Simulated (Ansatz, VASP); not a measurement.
## AgW: VASP beside Ansatz

Contents of INCAR:

```
SYSTEM = AgW
PREC = Accurate ; ENCUT = 600
EDIFF = 1E-7 ; ISMEAR = 0
SIGMA = 0.1 ; LREAL = .FALSE.
LASPH = .TRUE. ; NELM = 100
ALGO = Fast ; ISIF = 3
LWAVE = .FALSE. ; LCHARG = .FALSE.
GGA = PE ; IBRION = 2
NSW = 90 ; EDIFFG = -0.04
```

KPOINTS

```
regular mesh
0
G
  6 6 6
  0 0 0
```

Contents of POSCAR:

```
AgW
1.0
    0.0000000000      3.2306340837      3.2306340837
    3.2306340837      0.0000000000      3.2306340837
    3.2306340837      3.2306340837      0.0000000000
Ag W
2 2
Direct
    0.0000000000      0.0000000000      0.0000000000
    0.2500000000      0.2500000000      0.2500000000
    0.5000000000      0.5000000000      0.5000000000
    0.7500000000      0.7500000000      0.7500000000
```

Input for Ansatz:

```yaml
crystal:
  lattice:
    - [0.0, 3.2306340837, 3.2306340837]
    - [3.2306340837, 0.0, 3.2306340837]
    - [3.2306340837, 3.2306340837, 0.0]
  atoms:
    - { symbol: Ag, position: [0.0, 0.0, 0.0] }
    - { symbol: Ag, position: [0.25, 0.25, 0.25] }
    - { symbol: W, position: [0.5, 0.5, 0.5] }
    - { symbol: W, position: [0.75, 0.75, 0.75] }
basis:
  ecutwfc: 420
kpoints:
  mp_grid: { grid: [6, 6, 6] }
hamiltonian:
  xc: pbe
scf:
  occupations: { method: gaussian, width: 0.1 }
  lower_state_search: "off"
output:
  forces: true
  stress: true
  eigenvalues: true
relax:
  adjacent_minimum: "off"
  f_tol: 0.04
  max_steps: 70
  cell: { stress_tol: 0.4 }
```

Alike in both runs: task relaxation of cell and atoms; functional PBE; k mesh 6 × 6 × 6; occupations gaussian, width 0.1 eV; no spin polarisation.

```csv
,VASP,Ansatz
version,VASP 6.6.1,Ansatz 0.2.0
potentials or method,"VASP PAW PBE potentials, release 64 (Ag, W_sv), cutoff 600 eV","scalar-relativistic, plane waves, PAW"
valence electrons in the cell,50,66
```

```csv
,VASP,Ansatz,Ansatz less VASP
"gap on the k mesh at the Fermi level, each at its own relaxed structure (eV)",none,none,-
relaxed volume (Å³/atom),16.86,16.86,0.000
relaxed cell length with the largest relative difference (Å),4.569,4.569,0.0000
```

A gap of «none» marks a metal or a gap that the smearing closes. VASP's potentials hold 50 valence electrons a cell and Ansatz's 66, so a difference there can come from the potentials and not from the codes.

Spin-orbit coupling is off throughout. Noted on VASP's run: the relaxation stopped at its first step, so nothing moved.
